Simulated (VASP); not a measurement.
BN, 2 atoms in the cell. Symmetry: F-43m, No. 216, cubic system. Conventional cell: a = 3.567 Å, b = 3.567 Å, c = 3.567 Å, α = 90.00°, β = 90.00°, γ = 90.00°. Within 2.1 Å of B (site symmetry -43m) lie 4 N at 1.54 Å. N (site symmetry -43m) has 4 B at 1.54 Å within 2.1 Å. 

```yaml
Program: VASP 6.6.1
Task: single point
Functional: PBE
Potentials_or_basis: VASP PAW PBE potentials, release 64 (B, N)
Cutoff: 600 eV
k_mesh: 3 × 3 × 3
Occupations: gaussian, width 0.01 eV
Spin: no spin polarisation
Dipole_correction: no
Further_INCAR_settings: ALGO = Normal; EDIFF = 1e-06; NBANDS = 11
```

Potentials or basis: VASP PAW PBE potentials, release 64 (B, N).

Command:

```bash
$ cat potpaw_PBE.64/B/POTCAR potpaw_PBE.64/N/POTCAR > POTCAR
$ mpirun -np 1 vasp_std > vasp.out
```

Hardware: 1 thread of AMD EPYC 7R13, with other jobs on the host.

Q: Estimate the wall time of this run.

A: Wall time 3.1 s on 1 thread of AMD EPYC 7R13 (shared host), peak memory 0.08 GiB. Counts: scf iterations 12, k points 4.
